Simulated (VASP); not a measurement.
MgO:

```
Mg O
1.0
     0.00000    2.09700    2.09700
     2.09700    0.00000    2.09700
     2.09700    2.09700    0.00000
Mg O
1 1
Direct
  0.00000 0.00000 0.00000
  0.50000 0.50000 0.50000
```

- Program: VASP 6.6.1
- Task: relaxation of cell and atoms
- Functional: PBE
- Potentials or basis: VASP PAW PBE potentials, release 64 (Mg, O)
- Cutoff: 600 eV
- k mesh: 11 × 11 × 11
- Occupations: fermi-dirac, width 0.05 eV
- Spin: no spin polarisation

At the start: pressure 5.9 GPa; volume 9.22 Å³/atom.

Task: How do energy, volume and symmetry change on relaxing?

Result: Over 3 steps the energy falls by 6.1 meV/atom and the volume is 9.56 Å³/atom (+3.7 %); space group Fm-3m (No. 225, to 0.05 Å).

The path:
```csv
step,energy change (eV),largest force (eV/Å),pressure (GPa),volume (Å³)
1,0.0000,0.0000,5.90,18.44
2,-0.0108,0.0000,-1.82,19.36
3,-0.0122,0.0000,0.00,19.13
```

Final structure:
```
Mg O
1.0
     0.00000    2.12256    2.12256
     2.12256    0.00000    2.12256
     2.12256    2.12256    0.00000
Mg O
1 1
Direct
  0.00000 0.00000 0.00000
  0.50000 0.50000 0.50000
```
